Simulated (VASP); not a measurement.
# Sc (P6_3/mmc) in VASP: further runs, part 2 of 2

VASP 6.6.1. Earlier steps stand in the parts before.

## 3. Single point, PBE (volume scaled by 0.975)

File INCAR:

```
SYSTEM = Sc
PREC = Accurate
ENCUT = 520
EDIFF = 1E-6
ISMEAR = -1
SIGMA = 0.03
LREAL = .FALSE.
LASPH = .TRUE.
NELM = 80
ALGO = Normal
ISIF = 2
LWAVE = .FALSE.
LCHARG = .FALSE.
GGA = PE
NBANDS = 18
```

File KPOINTS:

```
Automatic mesh
0
G
  13 13 7
  0 0 0
```

File POSCAR:

```
Sc
1.0
    3.2809915583      0.0000000000      0.0000000000
   -1.6404957791      2.8414220391      0.0000000000
    0.0000000000      0.0000000000      5.2237289994
Sc
2
Direct
    0.3333333333      0.6666666667      0.2500000000
    0.6666666667      0.3333333333      0.7500000000
```

Potentials or basis: VASP PAW PBE potentials, release 64 (Sc_sv).

The run is started by

```bash
$ cat potpaw_PBE.64/Sc_sv/POTCAR > POTCAR
$ mpirun -np 1 vasp_std > vasp.out
```

OUTCAR:

```text
SYSTEM = Sc
   PREC = Accurate
   ENCUT = 520
   EDIFF = 1E-6
   ISMEAR = -1
   LREAL = .FALSE.
   LASPH = .TRUE.
   NELM = 80
   ISIF = 2
   GGA = PE

 ion  position               nearest neighbor table
   1  0.333  0.667  0.250-   2 3.23   2 3.23   2 3.23   2 3.23   2 3.23   2 3.23
   2  0.667  0.333  0.750-   1 3.23   1 3.23   1 3.23   1 3.23   1 3.23   1 3.23

  LATTYP: Found a hexagonal cell.
 ALAT       =     3.2809915583
 C/A-ratio  =     1.5921190002

  Lattice vectors:

 A1 = (   3.2809915583,   0.0000000000,   0.0000000000)
 A2 = (  -1.6404957791,   2.8414220391,   0.0000000000)
 A3 = (   0.0000000000,   0.0000000000,   5.2237289994)

Analysis of symmetry for initial positions (statically):
=====================================================================
 Subroutine PRICEL returns:
 Original cell was already a primitive cell.

 Routine SETGRP: Setting up the symmetry group for a
 hexagonal supercell.

 Subroutine GETGRP returns: Found 24 space group operations
 (whereof 12 operations were pure point group operations)
 out of a pool of 24 trial point group operations.

The static configuration has the point symmetry D_3d.
 The point group associated with its full space group is D_6h.

Analysis of symmetry for dynamics (positions and initial velocities):
=====================================================================
 Subroutine PRICEL returns:
 Original cell was already a primitive cell.

 Routine SETGRP: Setting up the symmetry group for a
 hexagonal supercell.

 Subroutine GETGRP returns: Found 24 space group operations
 (whereof 12 operations were pure point group operations)
 out of a pool of 24 trial point group operations.

The dynamic configuration has the point symmetry D_3d.
 The point group associated with its full space group is D_6h.

 Subroutine INISYM returns: Found 24 space group operations
 (whereof 12 operations are pure point group operations),
 and found     1 'primitive' translations

----------------------------------------------------------------------------------------

                                     Primitive cell

  volume of cell :      48.6992

  direct lattice vectors                    reciprocal lattice vectors
     3.280991558  0.000000000  0.000000000     0.304785911  0.175968228  0.000000000
    -1.640495779  2.841422039  0.000000000     0.000000000  0.351936455  0.000000000
     0.000000000  0.000000000  5.223728999     0.000000000  0.000000000  0.191434127

  length of vectors
     3.280991558  3.280991558  5.223728999     0.351936455  0.351936455  0.191434127

  position of ions in fractional coordinates (direct lattice)
     0.333333333  0.666666667  0.250000000
     0.666666667  0.333333333  0.750000000

  ion indices of the primitive-cell ions
   primitive index   ion index
                 1           1
                 2           2

----------------------------------------------------------------------------------------

 KPOINTS: Automatic mesh

Automatic generation of k-mesh.
 Grid dimensions read from file:
 generate k-points for:   13   13    7

 Generating k-lattice:

  Cartesian coordinates                     Fractional coordinates (reciprocal lattice)
     0.023445070  0.013536018  0.000000000     0.076923077  0.000000000  0.000000000
     0.000000000  0.027072035  0.000000000     0.000000000  0.076923077  0.000000000
     0.000000000  0.000000000  0.027347732     0.000000000  0.000000000  0.142857143

  Length of vectors
     0.027072035  0.027072035  0.027347732

  Shift w.r.t. Gamma in fractional coordinates (k-lattice)
     0.000000000  0.000000000  0.000000000

 Subroutine IBZKPT returns following result:
 ===========================================

 Found     84 irreducible k-points:

 Following reciprocal coordinates:
            Coordinates               Weight
  0.000000  0.000000  0.000000      1.000000
  0.076923 -0.000000  0.000000      6.000000
  0.153846 -0.000000  0.000000      6.000000
  0.230769 -0.000000  0.000000      6.000000
  0.307692 -0.000000  0.000000      6.000000
  0.384615  0.000000  0.000000      6.000000
[... 16 lines left out ...]
  0.076923 -0.000000  0.142857     12.000000
  0.153846 -0.000000  0.142857     12.000000
 [... further k-points ...]
   k-points           NKPTS =     84   k-points in BZ     NKDIM =     84   number of bands    NBANDS=     18
   number of dos      NEDOS =    301   number of ions     NIONS =      2
   total plane-waves  NPLWV =  23040
   dimension x,y,z NGX =    24 NGY =   24 NGZ =   40
   dimension x,y,z NGXF=    48 NGYF=   48 NGZF=   80
   ions per type =               2
   NGX,Y,Z   is equivalent  to a cutoff of  12.16, 12.16, 12.73 a.u.
   NGXF,Y,Z  is equivalent  to a cutoff of  24.32, 24.32, 25.46 a.u.
 SYSTEM =  Sc
   PREC   = accura    normal or accurate (medium, high low for compatibility)
   ISTART =      0    job   : 0-new  1-cont  2-samecut
   ICHARG =      2    charge: 1-file 2-atom 10-const
   ISPIN  =      1    spin polarized calculation?
   LNONCOLLINEAR =      F non collinear calculations
   LSORBIT =      F    spin-orbit coupling
   LASPH  =      T    aspherical Exc in radial PAW
   ENCUT  =  520.0 eV  38.22 Ry    6.18 a.u.   6.10  6.10  9.71*2*pi/ulx,y,z
   NELM   =     80;   NELMIN=  2; NELMDL= -5     # of ELM steps
   EDIFF  = 0.1E-05   stopping-criterion for ELM
   LREAL  =      F    real-space projection
   EDIFFG = 0.1E-04   stopping-criterion for IOM
   NSW    =      0    number of steps for IOM
   IBRION =     -1    ionic relax: 0-MD 1-quasi-New 2-CG
   NFREE  =      0    steps in history (QN), initial steepest desc. (CG)
   ISIF   =      2    stress and relaxation
   ISYM   =      2    0-nonsym 1-usesym 2-fastsym
   POTIM  = 0.5000    time-step for ionic-motion
   TEBEG  =    0.0;   TEEND  =   0.0 temperature during run
   PSTRESS=    0.0 pullay stress
   NELECT =      22.0000    total number of electrons
   NUPDOWN=      -1.0000    fix difference up-down
   EMIN   =  10.00;   EMAX   =-10.00  energy-range for DOS
   EFERMI =   0.00;   METHOD = LEGACY
   ISMEAR =    -1;   SIGMA  =   0.03  broadening in eV -4-tet -1-fermi 0-gaus
   EFERMI_NEDOS =   21; number of points for ismear=-14 and -15
   IALGO  =     38    algorithm
   IMIX   =      4    mixing-type and parameters
     AMIX     =   0.40;   BMIX     =  1.00
     AMIX_MAG =   1.60;   BMIX_MAG =  1.00
  volume/ion in A,a.u.               =      24.35       164.32
  Fermi-wavevector in a.u.,A,eV,Ry     =   1.256151  2.373781 21.468846  1.577916
  Thomas-Fermi vector in A             =   2.389873
   LORBIT       =      0    0 simple, 1 ext, 2 COOP (PROOUT), +10 PAW based schemes
   GGA     = PE    functional components
   LHFCALC =     F    Hartree Fock is set to
   AEXX    =    0.0000 exact exchange contribution
   IVDW    =     0    specifies the selected vdW correction
   LEPSILON=     F    determine dielectric tensor
   LRPA    =     F    only Hartree local field effects (RPA)
 non-spin polarized calculation
  energy-cutoff  :      520.00
  volume of cell :       48.70
 maximum number of plane-waves:      1331
   NGX = 13   NGY = 13   NGZ = 19

 number of electron      22.0000000 magnetization

 Free energy of the ion-electron system (eV)
  ---------------------------------------------------
  ext. energy  EPLUGINS =         0.00000000
  ---------------------------------------------------
  free energy    TOTEN  =       -12.49756341 eV

  energy without entropy =      -12.48417787  energy(sigma->0) =      -12.49087064

 E-fermi :   3.7618     XC(G=0):  -9.9269

 val. band max:        3.7607816167   @ k =   0.3077   0.0769   0.0000
 cond. band min:       3.7669270809   @ k =   0.3846   0.0000   0.4286
 fundamental gap:      0.0061454641
 Fermi energy:         3.7617896016

 k-point     1 :       0.0000    0.0000    0.0000
  band No.  band energies     occupation
      1     -45.6356      2.00000
      2     -45.5669      2.00000
      3     -24.4612      2.00000
      4     -24.1106      2.00000
      5     -24.1106      2.00000
      6     -24.0490      2.00000
[... 10 lines left out ...]
     17       6.1757      0.00000
     18       6.1757      0.00000
[... 463 lines left out ...]
 k-point    24 :       0.1538   -0.0000    0.1429
  band No.  band energies     occupation
      1     -45.6211      2.00000
      2     -45.5655      2.00000
      3     -24.4143      2.00000
      4     -24.1677      2.00000
      5     -24.1273      2.00000
      6     -24.1260      2.00000
[... 10 lines left out ...]
     17       6.2220      0.00000
     18       6.2507      0.00000

 [... further k-points ...]

------------------------ aborting loop because EDIFF is reached ----------------------------------------

  FORCE on cell =-STRESS in cart. coord.  units (eV):
  Direction    XX          YY          ZZ          XY          YZ          ZX
  --------------------------------------------------------------------------------------
  -------------------------------------------------------------------------------------
  Total        0.4063564      0.4063564     -0.1464787      0.0000000      0.0000000     -0.0000000
  in kB       13.3689159     13.3689159     -4.8190729      0.0000000      0.0000000     -0.0000000
  external PRESSURE =       7.3062530 kB  Pullay stress =       0.0000000 kB

 VOLUME and BASIS-vectors are now :
 -----------------------------------------------------------------------------
  energy-cutoff  :      520.00
  volume of cell :       48.70
      direct lattice vectors                 reciprocal lattice vectors
     3.280991558  0.000000000  0.000000000     0.304785911  0.175968228  0.000000000
    -1.640495779  2.841422039  0.000000000     0.000000000  0.351936455  0.000000000
     0.000000000  0.000000000  5.223728999     0.000000000  0.000000000  0.191434127

 POSITION                                       TOTAL-FORCE (eV/Angst)
 -----------------------------------------------------------------------------------
     -0.00000      1.89428      1.30593        -0.000000      0.000000      0.000000
      1.64050      0.94714      3.91780         0.000000      0.000000      0.000000
 -----------------------------------------------------------------------------------
    total drift:                                0.000000     -0.000000      0.000000

  FREE ENERGIE OF THE ION-ELECTRON SYSTEM (eV)
  ---------------------------------------------------
  free  energy   TOTEN  =       -12.4975634129 eV

  energy  without entropy=      -12.4841778722  energy(sigma->0) =      -12.49087064
```

Run time: 40 s. Hardware: 1 thread of Intel Xeon 6975P-C, shared host; peak memory 0.19 GiB.

Results:

| Property | Result |
| --- | --- |
| Free energy | -12.4976 eV |
| Pressure | 0.7 GPa |
| Band gap on the k mesh | zero (band 11 reaches 4.50 eV, above the bottom of band 12 at 3.26 eV) |

Stress tensor (GPa, compression positive):
```
 1.34  0.00  0.00
 0.00  1.34  0.00
 0.00  0.00 -0.48
```

## 4. Single point, PBE (volume scaled by 1.025)

File INCAR:

```
  ALGO = Normal
  EDIFF = 1E-6
  ENCUT = 520
  GGA = PE
  ISIF = 2
  ISMEAR = -1
  LASPH = True
  LCHARG = False
  LREAL = False
  LWAVE = False
  NBANDS = 18
  NELM = 100
  PREC = Accurate
  SIGMA = 0.03
```

File KPOINTS:

```
k-points
0
Gamma
  13 13 7
```

File POSCAR:

```
Sc
1.0
    3.3361445746      0.0000000000      0.0000000000
   -1.6680722872      2.8891859522      0.0000000000
    0.0000000000      0.0000000000      5.3115391645
Sc
2
Direct
    0.3333333333      0.6666666667      0.2500000000
    0.6666666667      0.3333333333      0.7500000000
```

The run is started by

```bash
$ cat potpaw_PBE.64/Sc_sv/POTCAR > POTCAR
$ mpirun -np 1 vasp_std > vasp.out
```

It took 70 s on 1 thread of Intel Xeon 6975P-C, shared host; peak memory 0.22 GiB.

It converged, with:

```
Free energy            : -12.4889 eV
Pressure               : -1.9 GPa
Band gap on the k mesh : zero (band 11 reaches 4.18 eV, above the bottom of band 12 at 3.03 eV)
```

Stress tensor (GPa, compression positive):
```
-1.37  0.00  0.00
 0.00 -1.37  0.00
 0.00  0.00 -2.95
```

Levels at points of the mesh, in eV from the Fermi level:
```csv
k point,band 7,band 8,band 9,band 10,band 11,band 12,band 13,band 14,band 15,band 16
"(0.00, 0.00, 0.00)",-27.97,-27.95,-5.07,-1.63,0.37,1.55,1.55,1.67,1.95,1.95
```

## 5. Summary

```csv
cell,gap on the mesh (eV),pressure (GPa)
"a = 3.253, b = 3.253, c = 5.179 Å, angles 90.0, 90.0, 120.0°, 2 atoms",none,2.3
"a = 3.281, b = 3.281, c = 5.224 Å, angles 90.0, 90.0, 120.0°, 2 atoms",none,0.7
"a = 3.336, b = 3.336, c = 5.312 Å, angles 90.0, 90.0, 120.0°, 2 atoms",none,-1.9
```

Alike in all rows: task single point; level PBE; potentials or basis VASP PAW PBE potentials, release 64 (Sc_sv); no spin polarisation; k mesh 13 × 13 × 7; cutoff (eV) 520; smearing fermi-dirac 0.03 eV.

Total energies depend on the potentials used, so only differences within one code and one set of settings carry meaning.
